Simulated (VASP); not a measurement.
# NaCl (Pm-3m) in VASP: notebook, part 2 of 3

VASP 6.6.1. Earlier steps stand in the parts before.

### 5 Single point, PBE

Input file INCAR:

```
SYSTEM = NaCl
  ALGO = Normal
  EDIFF = 1E-6
  ENCUT = 500
  GGA = PE
  GGA_COMPAT = .FALSE.
  ISIF = 2
  ISMEAR = 0
  LASPH = .TRUE.
  LCHARG = .TRUE.
  LELF = .TRUE.
  LREAL = .FALSE.
  LVHAR = .TRUE.
  LWAVE = .FALSE.
  NBANDS = 14
  NELM = 120
  PREC = Accurate
  SIGMA = 0.026000000000000002
```

Input file KPOINTS:

```
k-points
0
G
  8 8 8
  0 0 0
```

Input file POSCAR:

```
NaCl
1.0
    3.5021900000      0.0000000000      0.0000000000
    0.0000000000      3.5021900000      0.0000000000
    0.0000000000      0.0000000000      3.5021900000
Cl Na
1 1
Direct
    0.5000000000      0.5000000000      0.5000000000
    0.0000000000      0.0000000000      0.0000000000
```

Potentials or basis: VASP PAW PBE potentials, release 64 (Cl, Na_pv).

Command:

```console
$ cat potpaw_PBE.64/Cl/POTCAR potpaw_PBE.64/Na_pv/POTCAR > POTCAR
$ mpirun -np 1 vasp_std > vasp.out
```

OUTCAR:

```text
SYSTEM = NaCl
   EDIFF = 1E-6
   ENCUT = 500
   GGA = PE
   ISIF = 2
   ISMEAR = 0
   LASPH = .TRUE.
   LREAL = .FALSE.
   NELM = 120
   PREC = Accurate

 ion  position               nearest neighbor table
   1  0.500  0.500  0.500-
   2  0.000  0.000  0.000-

  LATTYP: Found a simple cubic cell.
 ALAT       =     3.5021900000

  Lattice vectors:

 A1 = (   3.5021900000,   0.0000000000,   0.0000000000)
 A2 = (   0.0000000000,   3.5021900000,   0.0000000000)
 A3 = (   0.0000000000,   0.0000000000,   3.5021900000)

Analysis of symmetry for initial positions (statically):
=====================================================================
 Subroutine PRICEL returns:
 Original cell was already a primitive cell.

 Routine SETGRP: Setting up the symmetry group for a
 simple cubic supercell.

 Subroutine GETGRP returns: Found 48 space group operations
 (whereof 48 operations were pure point group operations)
 out of a pool of 48 trial point group operations.

The static configuration has the point symmetry O_h .

Analysis of symmetry for dynamics (positions and initial velocities):
=====================================================================
 Subroutine PRICEL returns:
 Original cell was already a primitive cell.

 Routine SETGRP: Setting up the symmetry group for a
 simple cubic supercell.

 Subroutine GETGRP returns: Found 48 space group operations
 (whereof 48 operations were pure point group operations)
 out of a pool of 48 trial point group operations.

The dynamic configuration has the point symmetry O_h .

 Subroutine INISYM returns: Found 48 space group operations
 (whereof 48 operations are pure point group operations),
 and found     1 'primitive' translations

----------------------------------------------------------------------------------------

                                     Primitive cell

  volume of cell :      42.9555

  direct lattice vectors                    reciprocal lattice vectors
     3.502190000  0.000000000  0.000000000     0.285535622  0.000000000  0.000000000
     0.000000000  3.502190000  0.000000000     0.000000000  0.285535622  0.000000000
     0.000000000  0.000000000  3.502190000     0.000000000  0.000000000  0.285535622

  length of vectors
     3.502190000  3.502190000  3.502190000     0.285535622  0.285535622  0.285535622

  position of ions in fractional coordinates (direct lattice)
     0.500000000  0.500000000  0.500000000
     0.000000000  0.000000000  0.000000000

  ion indices of the primitive-cell ions
   primitive index   ion index
                 1           1
                 2           2

----------------------------------------------------------------------------------------

 KPOINTS: k-points

Automatic generation of k-mesh.
 Grid dimensions read from file:
 generate k-points for:    8    8    8

 Generating k-lattice:

  Cartesian coordinates                     Fractional coordinates (reciprocal lattice)
     0.035691953  0.000000000  0.000000000     0.125000000  0.000000000  0.000000000
     0.000000000  0.035691953  0.000000000     0.000000000  0.125000000  0.000000000
     0.000000000  0.000000000  0.035691953     0.000000000  0.000000000  0.125000000

  Length of vectors
     0.035691953  0.035691953  0.035691953

  Shift w.r.t. Gamma in fractional coordinates (k-lattice)
     0.000000000  0.000000000  0.000000000

 Subroutine IBZKPT returns following result:
 ===========================================

 Found     35 irreducible k-points:

 Following reciprocal coordinates:
            Coordinates               Weight
  0.000000  0.000000  0.000000      1.000000
  0.125000  0.000000  0.000000      6.000000
  0.250000  0.000000  0.000000      6.000000
  0.375000  0.000000  0.000000      6.000000
  0.500000  0.000000  0.000000      3.000000
  0.125000  0.125000  0.000000     12.000000
[... 16 lines left out ...]
  0.375000  0.375000  0.125000     24.000000
  0.500000  0.375000  0.125000     24.000000
 [... further k-points ...]
   k-points           NKPTS =     35   k-points in BZ     NKDIM =     35   number of bands    NBANDS=     14
   number of dos      NEDOS =    301   number of ions     NIONS =      2
   total plane-waves  NPLWV =  21952
   dimension x,y,z NGX =    28 NGY =   28 NGZ =   28
   dimension x,y,z NGXF=    56 NGYF=   56 NGZF=   56
   ions per type =               1   1
   NGX,Y,Z   is equivalent  to a cutoff of  13.29, 13.29, 13.29 a.u.
   NGXF,Y,Z  is equivalent  to a cutoff of  26.58, 26.58, 26.58 a.u.
 SYSTEM =  NaCl
   PREC   = accura    normal or accurate (medium, high low for compatibility)
   ISTART =      0    job   : 0-new  1-cont  2-samecut
   ICHARG =      2    charge: 1-file 2-atom 10-const
   ISPIN  =      1    spin polarized calculation?
   LNONCOLLINEAR =      F non collinear calculations
   LSORBIT =      F    spin-orbit coupling
   LASPH  =      T    aspherical Exc in radial PAW
   ENCUT  =  500.0 eV  36.75 Ry    6.06 a.u.   6.39  6.39  6.39*2*pi/ulx,y,z
   NELM   =    120;   NELMIN=  2; NELMDL= -5     # of ELM steps
   EDIFF  = 0.1E-05   stopping-criterion for ELM
   LREAL  =      F    real-space projection
   EDIFFG = 0.1E-04   stopping-criterion for IOM
   NSW    =      0    number of steps for IOM
   IBRION =     -1    ionic relax: 0-MD 1-quasi-New 2-CG
   NFREE  =      0    steps in history (QN), initial steepest desc. (CG)
   ISIF   =      2    stress and relaxation
   ISYM   =      2    0-nonsym 1-usesym 2-fastsym
   POTIM  = 0.5000    time-step for ionic-motion
   TEBEG  =    0.0;   TEEND  =   0.0 temperature during run
   PSTRESS=    0.0 pullay stress
   NELECT =      14.0000    total number of electrons
   NUPDOWN=      -1.0000    fix difference up-down
   EMIN   =  10.00;   EMAX   =-10.00  energy-range for DOS
   EFERMI =   0.00;   METHOD = LEGACY
   ISMEAR =     0;   SIGMA  =   0.03  broadening in eV -4-tet -1-fermi 0-gaus
   EFERMI_NEDOS =   21; number of points for ismear=-14 and -15
   IALGO  =     38    algorithm
   IMIX   =      4    mixing-type and parameters
     AMIX     =   0.40;   BMIX     =  1.00
     AMIX_MAG =   1.60;   BMIX_MAG =  1.00
  volume/ion in A,a.u.               =      21.48       144.94
  Fermi-wavevector in a.u.,A,eV,Ry     =   1.126621  2.129005 17.269530  1.269275
  Thomas-Fermi vector in A             =   2.263304
   LORBIT       =      0    0 simple, 1 ext, 2 COOP (PROOUT), +10 PAW based schemes
   GGA     = PE    functional components
   LHFCALC =     F    Hartree Fock is set to
   AEXX    =    0.0000 exact exchange contribution
   IVDW    =     0    specifies the selected vdW correction
   LEPSILON=     F    determine dielectric tensor
   LRPA    =     F    only Hartree local field effects (RPA)
 non-spin polarized calculation
 Gauss-broadening in eV      SIGMA  =   0.03
  energy-cutoff  :      500.00
  volume of cell :       42.96
 maximum number of plane-waves:      1110
 NGX is ok and might be reduce to    28
   NGX = 13   NGY = 13   NGZ = 13

 number of electron      13.9999982 magnetization

 Free energy of the ion-electron system (eV)
  ---------------------------------------------------
  ext. energy  EPLUGINS =         0.00000000
  ---------------------------------------------------
  free energy    TOTEN  =        -6.46858335 eV

  energy without entropy =       -6.46858335  energy(sigma->0) =       -6.46858335

 E-fermi :   0.5876     XC(G=0):  -8.4329

 val. band max:        0.4243699807   @ k =   0.5000   0.5000   0.0000
 cond. band min:       4.4026804981   @ k =   0.0000   0.0000   0.0000
 fundamental gap:      3.9783105174
 Fermi energy:         0.5876289248

 k-point     1 :       0.0000    0.0000    0.0000
  band No.  band energies     occupation
      1     -21.6490      2.00000
      2     -21.6490      2.00000
      3     -21.6490      2.00000
      4     -12.9523      2.00000
      5      -0.0660      2.00000
      6      -0.0660      2.00000
      7      -0.0660      2.00000
      8       4.4027      0.00000
      9       9.0039      0.00000
     10       9.0039      0.00000
     11      16.1124      0.00000
     12      16.1125      0.00000
     13      16.1126      0.00000
     14      16.3375      0.00000
[... 375 lines left out ...]
 k-point    24 :       0.5000    0.3750    0.1250
  band No.  band energies     occupation
      1     -21.6813      2.00000
      2     -21.6750      2.00000
      3     -21.6476      2.00000
      4     -12.3331      2.00000
      5      -1.8879      2.00000
      6      -1.5394      2.00000
      7       0.0541      2.00000
      8       6.5042      0.00000
      9       9.8356      0.00000
     10      10.1827      0.00000
     11      11.5201      0.00000
     12      13.9633      0.00000
     13      13.9800      0.00000
     14      16.8115      0.00000

 [... further k-points ...]
[... 5 lines left out ...]
  --------------------------------------------------------------------------------------
  -------------------------------------------------------------------------------------
  Total        0.0079705      0.0079705      0.0079705     -0.0000000      0.0000000     -0.0000000
  in kB        0.2972860      0.2972860      0.2972860     -0.0000000      0.0000000     -0.0000000
  external PRESSURE =       0.2972860 kB  Pullay stress =       0.0000000 kB

 VOLUME and BASIS-vectors are now :
 -----------------------------------------------------------------------------
  energy-cutoff  :      500.00
  volume of cell :       42.96
      direct lattice vectors                 reciprocal lattice vectors
     3.502190000  0.000000000  0.000000000     0.285535622  0.000000000  0.000000000
     0.000000000  3.502190000  0.000000000     0.000000000  0.285535622  0.000000000
     0.000000000  0.000000000  3.502190000     0.000000000  0.000000000  0.285535622

 POSITION                                       TOTAL-FORCE (eV/Angst)
 -----------------------------------------------------------------------------------
      1.75110      1.75110      1.75110         0.000000      0.000000      0.000000
      0.00000      0.00000      0.00000         0.000000      0.000000      0.000000
 -----------------------------------------------------------------------------------
    total drift:                               -0.000000      0.000000      0.000000

  FREE ENERGIE OF THE ION-ELECTRON SYSTEM (eV)
  ---------------------------------------------------
  free  energy   TOTEN  =        -6.4685833465 eV

  energy  without entropy=       -6.4685833465  energy(sigma->0) =       -6.46858335
```

OSZICAR:

```text
N       E                     dE             d eps       ncg     rms          rms(c)
DAV:   1     0.995965008244E+02    0.99597E+02   -0.69020E+03   986   0.972E+02
DAV:   2     0.784314478834E+00   -0.98812E+02   -0.90861E+02  1120   0.275E+02
DAV:   3    -0.661073542556E+01   -0.73950E+01   -0.73462E+01  1244   0.689E+01
DAV:   4    -0.672309182787E+01   -0.11236E+00   -0.11232E+00  1142   0.920E+00
DAV:   5    -0.672554109132E+01   -0.24493E-02   -0.24492E-02  1282   0.138E+00    0.230E+00
DAV:   6    -0.649835239474E+01    0.22719E+00   -0.31135E-01  1252   0.339E+00    0.164E+00
DAV:   7    -0.646862151605E+01    0.29731E-01   -0.90869E-02  1384   0.179E+00    0.114E+00
DAV:   8    -0.646873040915E+01   -0.10889E-03   -0.10968E-02  1034   0.935E-01    0.415E-01
DAV:   9    -0.646850704295E+01    0.22337E-03   -0.44196E-04  1220   0.156E-01    0.196E-01
DAV:  10    -0.646858659024E+01   -0.79547E-04   -0.24407E-04  1082   0.112E-01    0.332E-02
DAV:  11    -0.646858341463E+01    0.31756E-05   -0.10200E-05  1226   0.281E-02    0.121E-02
DAV:  12    -0.646858334654E+01    0.68089E-07   -0.23986E-06  1064   0.123E-02
   1 F= -.64685833E+01 E0= -.64685833E+01  d E =-.646826E-21
```

stdout:

```text
POSCAR found type information on POSCAR ClNa
 POSCAR found :  2 types and       2 ions
 scaLAPACK will be used
 LDA part: xc-table for (Slater+PW92), standard interpolation
 POSCAR, INCAR and KPOINTS ok, starting setup
 FFT: planning ... GRIDC
 FFT: planning ... GRID_SOFT
 FFT: planning ... GRID
 WAVECAR not read
 entering main loop
```

Wall time 28 s (1 thread of Intel Xeon 8259CL, shared host); peak memory 0.16 GiB.

What came out:

| Item | Value |
| --- | --- |
| Free energy | -6.4686 eV |
| Pressure | 0.0 GPa |
| Band gap on the k mesh | 3.98 eV, indirect (least direct gap 4.47 eV) |

A k mesh can miss the band edges. A hybrid or GW would open this gap; PBE tends to underestimate it.

(Continued in part 3 of 3.)
